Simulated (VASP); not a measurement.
# Au (Cmcm) in VASP: further runs

The runs below take Au through single point, with r2SCAN.

All numbers are computed with VASP 6.6.1; they aren't measurements. Logs are shortened: lines on timing, memory, paths and dates and some standing lists are left out, and cuts for length are marked.

## (1) The cell of the first run

It takes space group Cmcm (No. 63, orthorhombic). Conventional cell: a = 2.876 Å, b = 5.211 Å, c = 4.976 Å, α = 90.00°, β = 90.00°, γ = 90.00°. Au (site symmetry m2m) has 12 Au at 2.88 to 3.02 Å within 3.8 Å.

## (2) Single point, r2SCAN (volume scaled by 1.06, then relaxed in part)

POSCAR

```
Au
1.0
    1.4380429427     -2.6055152410      0.0000000000
    1.4380429427      2.6055152410      0.0000000000
    0.0000000000      0.0000000000      4.9764695127
Au
2
Direct
    0.6643433578      0.3356566422      0.2500000000
    0.3356566422      0.6643433578      0.7500000000
```

INCAR.step1

```
SYSTEM = Au
PREC = Accurate
ENCUT = 520
ISMEAR = 0
SIGMA = 0.1
LREAL = .FALSE.
LASPH = .TRUE.
NELM = 60
NBANDS = 18
GGA = PE
ALGO = Normal
EDIFF = 1E-4
LWAVE = .TRUE.
LCHARG = .FALSE.
```

INCAR.step2

```
SYSTEM = Au
PREC = Accurate
ENCUT = 520
EDIFF = 1E-6
ISMEAR = 0
SIGMA = 0.1
LREAL = .FALSE.
LASPH = .TRUE.
NELM = 60
ALGO = Normal
ISIF = 2
LWAVE = .FALSE.
LCHARG = .FALSE.
METAGGA = R2SCAN
LMIXTAU = .TRUE.
NBANDS = 18
ISTART = 1
```

KPOINTS

```
regular mesh
0
G
  16 16 10
  0 0 0
```

Potentials or basis: VASP PAW PBE potentials, release 64 (Au).

The run is started by

```
$ cat potpaw_PBE.64/Au/POTCAR > POTCAR
$ cp INCAR.step1 INCAR
$ mpirun -np 1 vasp_std > vasp.out
$ cp INCAR.step2 INCAR
$ mpirun -np 1 vasp_std > vasp.out
```

OUTCAR:

```text
SYSTEM = Au
   PREC = Accurate
   ENCUT = 520
   EDIFF = 1E-6
   ISMEAR = 0
   LREAL = .FALSE.
   LASPH = .TRUE.
   NELM = 60
   ISIF = 2
   METAGGA = R2SCAN
   ISTART = 1

 ion  position               nearest neighbor table
   1  0.664  0.336  0.250-   2 3.01   2 3.01   2 3.01   2 3.01   2 3.02   2 3.02
   2  0.336  0.664  0.750-   1 3.01   1 3.01   1 3.01   1 3.01   1 3.02   1 3.02

  LATTYP: Found a base centered orthorhombic cell.
 ALAT       =     2.8760858854
 B/A-ratio  =     1.8118480079
 C/A-ratio  =     1.7302923873

  Lattice vectors:

 A1 = (   1.4380429427,  -2.6055152410,   0.0000000000)
 A2 = (   1.4380429427,   2.6055152410,   0.0000000000)
 A3 = (   0.0000000000,   0.0000000000,   4.9764695127)

Analysis of symmetry for initial positions (statically):
=====================================================================
 Subroutine PRICEL returns:
 Original cell was already a primitive cell.

 Routine SETGRP: Setting up the symmetry group for a
 base centered orthorhombic supercell.

 Subroutine GETGRP returns: Found  8 space group operations
 (whereof  4 operations were pure point group operations)
 out of a pool of  8 trial point group operations.

The static configuration has the point symmetry C_2h.
 The point group associated with its full space group is D_2h.

Analysis of symmetry for dynamics (positions and initial velocities):
=====================================================================
 Subroutine PRICEL returns:
 Original cell was already a primitive cell.

 Routine SETGRP: Setting up the symmetry group for a
 base centered orthorhombic supercell.

 Subroutine GETGRP returns: Found  8 space group operations
 (whereof  4 operations were pure point group operations)
 out of a pool of  8 trial point group operations.

The dynamic configuration has the point symmetry C_2h.
 The point group associated with its full space group is D_2h.

 Subroutine INISYM returns: Found  8 space group operations
 (whereof  4 operations are pure point group operations),
 and found     1 'primitive' translations

----------------------------------------------------------------------------------------

                                     Primitive cell

  volume of cell :      37.2921

  direct lattice vectors                    reciprocal lattice vectors
     1.438042943 -2.605515241  0.000000000     0.347694763 -0.191900624  0.000000000
     1.438042943  2.605515241  0.000000000     0.347694763  0.191900624  0.000000000
[... 78 lines left out ...]
   ICHARG =      0    charge: 1-file 2-atom 10-const
   ISPIN  =      1    spin polarized calculation?
   LNONCOLLINEAR =      F non collinear calculations
   LSORBIT =      F    spin-orbit coupling
   LASPH  =      T    aspherical Exc in radial PAW
   ENCUT  =  520.0 eV  38.22 Ry    6.18 a.u.   5.53  5.53  9.25*2*pi/ulx,y,z
   NELM   =     60;   NELMIN=  2; NELMDL=  0     # of ELM steps
   EDIFF  = 0.1E-05   stopping-criterion for ELM
   LREAL  =      F    real-space projection
   EDIFFG = 0.1E-04   stopping-criterion for IOM
   NSW    =      0    number of steps for IOM
   IBRION =     -1    ionic relax: 0-MD 1-quasi-New 2-CG
   NFREE  =      0    steps in history (QN), initial steepest desc. (CG)
   ISIF   =      2    stress and relaxation
   ISYM   =      2    0-nonsym 1-usesym 2-fastsym
   POTIM  = 0.5000    time-step for ionic-motion
   TEBEG  =    0.0;   TEEND  =   0.0 temperature during run
   PSTRESS=    0.0 pullay stress
   NELECT =      22.0000    total number of electrons
   NUPDOWN=      -1.0000    fix difference up-down
   EMIN   =  10.00;   EMAX   =-10.00  energy-range for DOS
   EFERMI =   0.00;   METHOD = LEGACY
   ISMEAR =     0;   SIGMA  =   0.10  broadening in eV -4-tet -1-fermi 0-gaus
   EFERMI_NEDOS =   21; number of points for ismear=-14 and -15
   IALGO  =     38    algorithm
   IMIX   =      4    mixing-type and parameters
     AMIX     =   0.40;   BMIX     =  1.00
     AMIX_MAG =   1.60;   BMIX_MAG =  1.00
  volume/ion in A,a.u.               =      18.65       125.83
  Fermi-wavevector in a.u.,A,eV,Ry     =   1.373020  2.594631 25.649475  1.885183
  Thomas-Fermi vector in A             =   2.498574
   LORBIT       =      0    0 simple, 1 ext, 2 COOP (PROOUT), +10 PAW based schemes
   METAGGA = R2SCAN    functional components
   LHFCALC =     F    Hartree Fock is set to
   AEXX    =    0.0000 exact exchange contribution
   IVDW    =     0    specifies the selected vdW correction
   LEPSILON=     F    determine dielectric tensor
   LRPA    =     F    only Hartree local field effects (RPA)
 non-spin polarized calculation
 Gauss-broadening in eV      SIGMA  =   0.10
  energy-cutoff  :      520.00
  volume of cell :       37.29
 maximum number of plane-waves:      1027
 NGX is ok and might be reduce to    24
   NGX = 11   NGY = 11   NGZ = 19

 number of electron      22.0000003 magnetization

 Free energy of the ion-electron system (eV)
  ---------------------------------------------------
  ext. energy  EPLUGINS =         0.00000000
  ---------------------------------------------------
  free energy    TOTEN  =      -101.12627399 eV

  energy without entropy =     -101.12410002  energy(sigma->0) =     -101.12518700

 E-fermi :   7.9213     XC(G=0): -12.9911

 val. band max:        7.8724453977   @ k =   0.5000   0.1250   0.3000
 cond. band min:       7.9345125031   @ k =  -0.1250   0.1250   0.1000
 fundamental gap:      0.0620671054
 Fermi energy:         7.9213214208

 k-point     1 :       0.0000    0.0000    0.0000
  band No.  band energies     occupation
      1      -1.2346      2.00000
      2       1.0009      2.00000
      3       3.1956      2.00000
      4       3.2397      2.00000
      5       3.5631      2.00000
      6       3.7881      2.00000
[... 481 lines left out ...]
      5       3.5670      2.00000
      6       3.8547      2.00000
[... 10 lines left out ...]
     17      26.1230      0.00000
     18      26.2657      0.00000

 [... further k-points ...]
[... 5 lines left out ...]
  --------------------------------------------------------------------------------------
  -------------------------------------------------------------------------------------
  Total       -1.6477686     -1.6920737     -1.6922587      0.0000000      0.0000000      0.0000000
  in kB      -70.7929453    -72.6964238    -72.7043693      0.0000000      0.0000000      0.0000000
  external PRESSURE =     -72.0645795 kB  Pullay stress =       0.0000000 kB

 VOLUME and BASIS-vectors are now :
 -----------------------------------------------------------------------------
  energy-cutoff  :      520.00
  volume of cell :       37.29
      direct lattice vectors                 reciprocal lattice vectors
     1.438042943 -2.605515241  0.000000000     0.347694763 -0.191900624  0.000000000
     1.438042943  2.605515241  0.000000000     0.347694763  0.191900624  0.000000000
     0.000000000  0.000000000  4.976469513     0.000000000  0.000000000  0.200945670

 POSITION                                       TOTAL-FORCE (eV/Angst)
 -----------------------------------------------------------------------------------
      1.43804     -0.85640      1.24412         0.000000     -0.000827      0.000000
      1.43804      0.85640      3.73235         0.000000      0.000827     -0.000000
 -----------------------------------------------------------------------------------
    total drift:                                0.000000     -0.000000      0.000000

  FREE ENERGIE OF THE ION-ELECTRON SYSTEM (eV)
  ---------------------------------------------------
  free  energy   TOTEN  =      -101.1262739857 eV

  energy  without entropy=     -101.1241000242  energy(sigma->0) =     -101.12518700
```

Run time: 20 min. Hardware: 1 thread of Oxide Virtual Turin-like, shared host; peak memory 0.32 GiB.

Results:

| Property | Result |
| --- | --- |
| Free energy | -101.1263 eV |
| Pressure | -7.2 GPa |
| Band gap on the k mesh | zero (band 11 reaches 11.88 eV, above the bottom of band 12 at 5.25 eV) |

Stress tensor (GPa, compression positive):
```
-7.08  0.00  0.00
 0.00 -7.27  0.00
 0.00  0.00 -7.27
```

Levels at points of the mesh, in eV from the Fermi level:
```
           k point  band 9  band 10  band 11  band 12  band 13  band 14
(0.00, 0.00, 0.00)   -3.41    -2.35    -2.31    -0.61     2.20    15.30
(0.50, 0.00, 0.00)   -2.00    -1.86     0.54     1.63     5.87     7.14
(0.50, 0.50, 0.00)   -2.09    -1.92     0.26     1.12     5.52     6.64
(0.00, 0.00, 0.50)   -2.81    -2.81    -2.66    -2.66    10.33    10.33
(0.50, 0.00, 0.50)   -1.90    -1.90     0.93     0.93     3.85     3.85
(0.50, 0.50, 0.50)   -1.99    -1.99     0.53     0.53     3.30     3.30
```

Caveat: the PAW data sets were made with another functional, which shifts forces and pressure a little; spin-orbit coupling is left out, which moves the levels of the heavy elements.

## (3) Single point, r2SCAN (volume scaled by 0.94, then relaxed in part)

POSCAR

```
Au
1.0
    1.3966074212     -2.4957137423      0.0000000000
    1.3966074212      2.4957137423      0.0000000000
    0.0000000000      0.0000000000      4.7439455245
Au
2
Direct
    0.6630332042      0.3369667958      0.2500000000
    0.3369667958      0.6630332042      0.7500000000
```

INCAR.step1

```
SYSTEM = Au
PREC = Accurate
ENCUT = 520
ISMEAR = 0
SIGMA = 0.1
LREAL = .False.
LASPH = .True.
NELM = 60
NBANDS = 18
GGA = PE
ALGO = Normal
EDIFF = 1E-4
LWAVE = .True.
LCHARG = .False.
```

INCAR.step2

```
SYSTEM = Au
PREC = Accurate
ENCUT = 520
EDIFF = 1E-6
ISMEAR = 0
SIGMA = 0.1
LREAL = .False.
LASPH = .True.
NELM = 60
ALGO = Normal
ISIF = 2
LWAVE = .False.
LCHARG = .False.
METAGGA = R2SCAN
LMIXTAU = .True.
NBANDS = 18
ISTART = 1
```

KPOINTS

```
Automatic mesh
0
Gamma
  16 16 10
  0 0 0
```

Potentials or basis: VASP PAW PBE potentials, release 64 (Au).

The run is started by

```
$ cat potpaw_PBE.64/Au/POTCAR > POTCAR
$ cp INCAR.step1 INCAR
$ mpirun -np 1 vasp_std > vasp.out
$ cp INCAR.step2 INCAR
$ mpirun -np 1 vasp_std > vasp.out
```

It took 17 min on 1 thread of Oxide Virtual Turin-like, shared host; peak memory 0.3 GiB.

Results (log left out):

* Free energy: -101.1009 eV
* Pressure: 11.6 GPa
* Band gap on the k mesh: zero (band 11 reaches 14.15 eV, above the bottom of band 12 at 6.95 eV)

Levels at points of the mesh, in eV from the Fermi level:
| k point | band 8 | band 9 | band 10 | band 11 | band 12 | band 13 | band 14 | band 15 |
| --- | --- | --- | --- | --- | --- | --- | --- | --- |
| (0.00, 0.00, 0.00) | -4.05 | -3.83 | -2.46 | -2.41 | -1.11 | 2.99 | 15.33 | 16.64 |
| (0.50, 0.00, 0.00) | -2.18 | -2.07 | -1.88 | 0.47 | 1.87 | 6.27 | 7.81 | 8.16 |
| (0.50, 0.50, 0.00) | -2.16 | -2.14 | -1.92 | 0.34 | 1.44 | 6.07 | 7.68 | 7.80 |
| (0.00, 0.00, 0.50) | -4.86 | -3.01 | -3.01 | -2.86 | -2.86 | 11.47 | 11.47 | 15.67 |
| (0.50, 0.00, 0.50) | -2.69 | -1.94 | -1.94 | 0.64 | 0.64 | 4.45 | 4.45 | 14.16 |
| (0.50, 0.50, 0.50) | -2.58 | -2.02 | -2.02 | 0.27 | 0.27 | 4.09 | 4.09 | 13.82 |

Caveat: the PAW data sets were made with another functional, which shifts forces and pressure a little; spin-orbit coupling is left out, which moves the levels of the heavy elements.

(Continued in part 2 of 2.)
